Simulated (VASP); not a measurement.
# MgO (P3m1) in VASP: a series of runs, part 2 of 2

VASP 6.6.1. The steps go on from the part before.

### 3 Single point, LDA

This run uses another cell than the first one, of 9.23 Å³/atom.

Contents of INCAR:

```
PREC     = Accurate       # precision mode
ENCUT    = 840            # plane-wave cutoff, eV
EDIFF    = 1E-6           # SCF threshold, eV
ISMEAR   = 0              # smearing method
SIGMA    = 0.05           # smearing width, eV
LREAL    = False          # projectors in reciprocal space
LASPH    = True           # aspherical terms in the spheres
NELM     = 120            # most SCF steps
ALGO     = Normal         # electronic algorithm
ISIF     = 2              # what is computed and relaxed
LWAVE    = False          # write WAVECAR
LCHARG   = False          # write CHGCAR
NBANDS   = 60             # bands
GGA_COMPAT= False
```

Contents of KPOINTS:

```
regular mesh
0
Gamma
  9 9 2
```

Contents of POSCAR:

```
MgO
1.0
    2.0806186598     -2.0806186598      0.0000000000
    2.0806186598      0.0000000000     -2.0806186598
    8.5245472333      8.5245472333      8.5245472333
Mg O
6 6
Direct
    1.0000000000      0.0000000000      0.3661107041
    0.3333333333      0.3333333333      0.2033948356
    0.6666666667      0.6666666667      0.5288265726
    1.0000000000      1.0000000000      0.8542583096
    0.3333333333      0.3333333333      0.6915424411
    0.6666666667      0.6666666667      0.0406789671
    0.6666666667      0.6666666667      0.2847527699
    0.0000000000      0.0000000000      0.1220369014
    0.3333333333      0.3333333333      0.4474686383
    0.6666666667      0.6666666667      0.7729003753
    1.0000000000      1.0000000000      0.6101845068
    0.3333333333      0.3333333333      0.9356162438
```

Potentials or basis: VASP PAW LDA potentials, release 64 (Mg_sv, O).

Command:

```
$ cat potpaw_LDA.64/Mg_sv/POTCAR potpaw_LDA.64/O/POTCAR > POTCAR
$ mpirun -np 1 vasp_std > vasp.out
```

OUTCAR:

```text
PREC = Accurate
   ENCUT = 840
   EDIFF = 1E-6
   ISMEAR = 0
   LREAL = False
   LASPH = True
   NELM = 120
   ISIF = 2

 ion  position               nearest neighbor table
   1  0.000  0.000  0.366-   7 2.08   9 2.08   7 2.08   7 2.08   9 2.08   9 2.08
   2  0.333  0.333  0.203-   8 2.08   8 2.08   8 2.08   7 2.08   7 2.08   7 2.08
   3  0.667  0.667  0.529-  11 2.08  11 2.08  11 2.08   9 2.08   9 2.08   9 2.08
   4  0.000  0.000  0.854-  12 2.08  12 2.08  12 2.08  10 2.08  10 2.08  10 2.08
   5  0.333  0.333  0.692-  10 2.08  10 2.08  10 2.08  11 2.08  11 2.08  11 2.08
   6  0.667  0.667  0.041-   8 2.08   8 2.08   8 2.08
   7  0.667  0.667  0.285-   1 2.08   1 2.08   1 2.08   2 2.08   2 2.08   2 2.08
   8  0.000  0.000  0.122-   2 2.08   2 2.08   2 2.08   6 2.08   6 2.08   6 2.08
   9  0.333  0.333  0.447-   1 2.08   1 2.08   1 2.08   3 2.08   3 2.08   3 2.08
  10  0.667  0.667  0.773-   5 2.08   5 2.08   5 2.08   4 2.08   4 2.08   4 2.08
  11  0.000  0.000  0.610-   3 2.08   3 2.08   3 2.08   5 2.08   5 2.08   5 2.08
  12  0.333  0.333  0.936-   4 2.08   4 2.08   4 2.08

  LATTYP: Found a hexagonal cell.
 ALAT       =     2.9424391268
 C/A-ratio  =     5.0179284203

  Lattice vectors:

 A1 = (  -2.0806186598,   0.0000000000,   2.0806186598)
 A2 = (   2.0806186598,  -2.0806186598,   0.0000000000)
 A3 = (   8.5245472333,   8.5245472333,   8.5245472333)

Analysis of symmetry for initial positions (statically):
=====================================================================
 Subroutine PRICEL returns:
 Original cell was already a primitive cell.

 Routine SETGRP: Setting up the symmetry group for a
 hexagonal supercell.

 Subroutine GETGRP returns: Found  6 space group operations
 (whereof  6 operations were pure point group operations)
 out of a pool of 24 trial point group operations.

The static configuration has the point symmetry C_3v.

Analysis of symmetry for dynamics (positions and initial velocities):
=====================================================================
 Subroutine PRICEL returns:
 Original cell was already a primitive cell.

 Routine SETGRP: Setting up the symmetry group for a
 hexagonal supercell.

 Subroutine GETGRP returns: Found  6 space group operations
 (whereof  6 operations were pure point group operations)
 out of a pool of 24 trial point group operations.

The dynamic configuration has the point symmetry C_3v.

 Subroutine INISYM returns: Found  6 space group operations
 (whereof  6 operations are pure point group operations),
 and found     1 'primitive' translations

----------------------------------------------------------------------------------------

                                     Primitive cell

  volume of cell :     110.7076

  direct lattice vectors                    reciprocal lattice vectors
     2.080618660 -2.080618660  0.000000000     0.160208759 -0.320417518  0.160208759
     2.080618660  0.000000000 -2.080618660     0.160208759  0.160208759 -0.320417518
     8.524547233  8.524547233  8.524547233     0.039102761  0.039102761  0.039102761

  length of vectors
     2.942439127  2.942439127 14.764948920     0.392429712  0.392429712  0.067727969

  position of ions in fractional coordinates (direct lattice)
     0.000000000  0.000000000  0.366110704
     0.333333333  0.333333333  0.203394836
[... 80 lines left out ...]
   total plane-waves  NPLWV = 109760
   dimension x,y,z NGX =    28 NGY =   28 NGZ =  140
   dimension x,y,z NGXF=    56 NGYF=   56 NGZF=  280
   ions per type =               6   6
   NGX,Y,Z   is equivalent  to a cutoff of  15.82, 15.82, 15.76 a.u.
   NGXF,Y,Z  is equivalent  to a cutoff of  31.64, 31.64, 31.53 a.u.
 SYSTEM =  unknown system
   PREC   = accura    normal or accurate (medium, high low for compatibility)
   ISTART =      0    job   : 0-new  1-cont  2-samecut
   ICHARG =      2    charge: 1-file 2-atom 10-const
   ISPIN  =      1    spin polarized calculation?
   LNONCOLLINEAR =      F non collinear calculations
   LSORBIT =      F    spin-orbit coupling
   LASPH  =      T    aspherical Exc in radial PAW
   ENCUT  =  840.0 eV  61.74 Ry    7.86 a.u.   6.95  6.95 34.89*2*pi/ulx,y,z
   NELM   =    120;   NELMIN=  2; NELMDL= -5     # of ELM steps
   EDIFF  = 0.1E-05   stopping-criterion for ELM
   LREAL  =      F    real-space projection
   EDIFFG = 0.1E-04   stopping-criterion for IOM
   NSW    =      0    number of steps for IOM
   IBRION =     -1    ionic relax: 0-MD 1-quasi-New 2-CG
   NFREE  =      0    steps in history (QN), initial steepest desc. (CG)
   ISIF   =      2    stress and relaxation
   ISYM   =      2    0-nonsym 1-usesym 2-fastsym
   POTIM  = 0.5000    time-step for ionic-motion
   TEBEG  =    0.0;   TEEND  =   0.0 temperature during run
   PSTRESS=    0.0 pullay stress
   NELECT =      96.0000    total number of electrons
   NUPDOWN=      -1.0000    fix difference up-down
   EMIN   =  10.00;   EMAX   =-10.00  energy-range for DOS
   EFERMI =   0.00;   METHOD = LEGACY
   ISMEAR =     0;   SIGMA  =   0.05  broadening in eV -4-tet -1-fermi 0-gaus
   EFERMI_NEDOS =   21; number of points for ismear=-14 and -15
   IALGO  =     38    algorithm
   IMIX   =      4    mixing-type and parameters
     AMIX     =   0.40;   BMIX     =  1.00
     AMIX_MAG =   1.60;   BMIX_MAG =  1.00
  volume/ion in A,a.u.               =       9.23        62.26
  Fermi-wavevector in a.u.,A,eV,Ry     =   1.561131  2.950110 33.159173  2.437130
  Thomas-Fermi vector in A             =   2.664242
   LORBIT       =      0    0 simple, 1 ext, 2 COOP (PROOUT), +10 PAW based schemes
   GGA     = CA    functional components
   LHFCALC =     F    Hartree Fock is set to
   AEXX    =    0.0000 exact exchange contribution
   IVDW    =     0    specifies the selected vdW correction
   LEPSILON=     F    determine dielectric tensor
   LRPA    =     F    only Hartree local field effects (RPA)
 non-spin polarized calculation
 Gauss-broadening in eV      SIGMA  =   0.05
  energy-cutoff  :      840.00
  volume of cell :      110.71
 maximum number of plane-waves:      6159
   NGX = 13   NGY = 13   NGZ = 69

 number of electron      95.9999995 magnetization

 Free energy of the ion-electron system (eV)
  ---------------------------------------------------
  ext. energy  EPLUGINS =         0.00000000
  ---------------------------------------------------
  free energy    TOTEN  =       -78.84563143 eV

  energy without entropy =      -78.84563143  energy(sigma->0) =      -78.84563143

 E-fermi :   4.1016     XC(G=0): -11.9944

 val. band max:        3.8573446076   @ k =   0.0000   0.0000   0.0000
 cond. band min:       7.0932895630   @ k =   0.0000   0.0000   0.0000
 fundamental gap:      3.2359449555
 Fermi energy:         4.1015961458

 k-point     1 :       0.0000    0.0000    0.0000
  band No.  band energies     occupation
      1     -69.3761      2.00000
      2     -69.3627      2.00000
      3     -68.9483      2.00000
      4     -68.5319      2.00000
      5     -68.1144      2.00000
      6     -67.5798      2.00000
[... 1501 lines left out ...]
     59      14.7202      0.00000
     60      14.9935      0.00000

------------------------ aborting loop because EDIFF is reached ----------------------------------------

  FORCE on cell =-STRESS in cart. coord.  units (eV):
  Direction    XX          YY          ZZ          XY          YZ          ZX
  --------------------------------------------------------------------------------------
  -------------------------------------------------------------------------------------
  Total       -1.6430297     -1.6430297     -1.6430297     -1.8654178     -1.8654178     -1.8654178
  in kB      -23.7781711    -23.7781711    -23.7781711    -26.9966049    -26.9966049    -26.9966049
  external PRESSURE =     -23.7781711 kB  Pullay stress =       0.0000000 kB

 VOLUME and BASIS-vectors are now :
 -----------------------------------------------------------------------------
  energy-cutoff  :      840.00
  volume of cell :      110.71
      direct lattice vectors                 reciprocal lattice vectors
     2.080618660 -2.080618660  0.000000000     0.160208759 -0.320417518  0.160208759
     2.080618660  0.000000000 -2.080618660     0.160208759  0.160208759 -0.320417518
     8.524547233  8.524547233  8.524547233     0.039102761  0.039102761  0.039102761

 POSITION                                       TOTAL-FORCE (eV/Angst)
 -----------------------------------------------------------------------------------
      3.12093      3.12093      3.12093         0.196927      0.196927      0.196927
      3.12093      1.04031      1.04031         0.189093      0.189093      0.189093
      7.28217      3.12093      3.12093         0.197819      0.197819      0.197819
      7.28217      7.28217      7.28217         0.601327      0.601327      0.601327
      7.28217      5.20155      5.20155         0.195920      0.195920      0.195920
      3.12093     -1.04031     -1.04031        -1.554521     -1.554521     -1.554521
      5.20155      1.04031      1.04031        -0.196201     -0.196201     -0.196201
      1.04031      1.04031      1.04031        -0.222730     -0.222730     -0.222730
      5.20155      3.12093      3.12093        -0.196760     -0.196760     -0.196760
      9.36278      5.20155      5.20155        -0.192292     -0.192292     -0.192292
      5.20155      5.20155      5.20155        -0.197646     -0.197646     -0.197646
      9.36278      7.28217      7.28217         1.179064      1.179064      1.179064
 -----------------------------------------------------------------------------------
    total drift:                               -0.000283     -0.000283     -0.000283

  FREE ENERGIE OF THE ION-ELECTRON SYSTEM (eV)
  ---------------------------------------------------
  free  energy   TOTEN  =       -78.8456314343 eV

  energy  without entropy=      -78.8456314343  energy(sigma->0) =      -78.84563143
```

Wall time 6.1 min (1 thread of Intel Xeon Platinum 8259CL at 2.50GHz (Skylake/Cascade Lake), shared host); peak memory 0.38 GiB.

Results:

```
Free energy            : -78.8456 eV
Pressure               : -2.4 GPa
Largest force          : 2.693 eV/Å
Band gap on the k mesh : 3.24 eV
```

Forces on the atoms (eV/Å):
```
Mg   0.197  0.197  0.197
Mg   0.189  0.189  0.189
Mg   0.198  0.198  0.198
Mg   0.601  0.601  0.601
Mg   0.196  0.196  0.196
Mg  -1.555 -1.555 -1.555
O   -0.196 -0.196 -0.196
O   -0.223 -0.223 -0.223
O   -0.197 -0.197 -0.197
O   -0.192 -0.192 -0.192
O   -0.198 -0.198 -0.198
O    1.179  1.179  1.179
```

Stress tensor (GPa, compression positive):
```
-2.38 -2.70 -2.70
-2.70 -2.38 -2.70
-2.70 -2.70 -2.38
```

Caveat: forces of over 1 eV/Å act on the atoms, so gaps and moduli don't describe the material at rest.
